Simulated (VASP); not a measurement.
## Zr: single point with LDA

The system is Zr.

```
CELL_PARAMETERS angstrom
3.14608 0.00000 0.00000
-1.57304 2.72458 0.00000
0.00000 0.00000 5.08568
ATOMIC_POSITIONS crystal
Zr 0.33333 0.66667 0.25000
Zr 0.66667 0.33333 0.75000
```

```yaml
Program: VASP 6.6.1
Task: single point
Functional: LDA
Potentials_or_basis: VASP PAW LDA potentials, release 64 (Zr_sv)
Cutoff: 520 eV
k_mesh: 15 × 15 × 9
Occupations: fermi-dirac, width 0.05 eV
Spin: no spin polarisation
```

```json
{
  "Pressure": "0.1 GPa",
  "Band gap on the k mesh": "zero (band 12 reaches 10.54 eV, above the bottom of band 13 at 9.28 eV)"
}
```

Stress tensor (GPa, compression positive):
```
0.08 0.00 0.00
0.00 0.08 0.00
0.00 0.00 0.19
```

Levels at points of the mesh, in eV from the Fermi level:
| k point | band 8 | band 9 | band 10 | band 11 | band 12 | band 13 | band 14 | band 15 | band 16 | band 17 |
| --- | --- | --- | --- | --- | --- | --- | --- | --- | --- | --- |
| (0.00, 0.00, 0.00) | -25.98 | -5.74 | -3.22 | 0.86 | 0.86 | 0.88 | 1.41 | 1.58 | 1.58 | 2.33 |

Run time: 100 s on 1 thread of AMD EPYC 7R43 64-Core Processor (Zen 3), with other jobs on the host, peak memory 0.17 GiB.
